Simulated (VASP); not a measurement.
## TlCl: single point with r2SCAN

Crystal: TlCl.

```
CELL_PARAMETERS angstrom
3.90749 0.00000 0.00000
0.00000 3.90749 0.00000
0.00000 0.00000 3.90749
ATOMIC_POSITIONS crystal
Tl 0.00000 0.00000 0.00000
Cl 0.50000 0.50000 0.50000
```

```json
{"Program": "VASP 6.6.1", "Task": "single point", "Functional": "r2SCAN", "Potentials or basis": "VASP PAW PBE potentials, release 64 (Tl_d, Cl)", "Cutoff": "550 eV", "k mesh": "7 × 7 × 7", "Occupations": "fermi-dirac, width 0.1 eV", "Spin": "non-collinear spin, zero start, spin-orbit coupling", "Starting moments": "[[0.0, 0.0, 0.0], [0.0, 0.0, 0.0]] μB"}
```

```yaml
Pressure: -1.5 GPa
Net_moment: 0.00 μB per cell
Valence_electrons_inside_the_program's_atomic_spheres: Tl 11.08; Cl 5.13
```

Moments on the atoms (μB; x, y, z):
```
Tl  0.00 0.00 0.00
Cl  0.00 0.00 0.00
```

Run time: 7 min on 1 thread of Oxide Virtual Turin-like Processor, on a shared host, peak memory 0.32 GiB.

Caveat: the PAW data sets were made with another functional, which shifts forces and pressure a little.
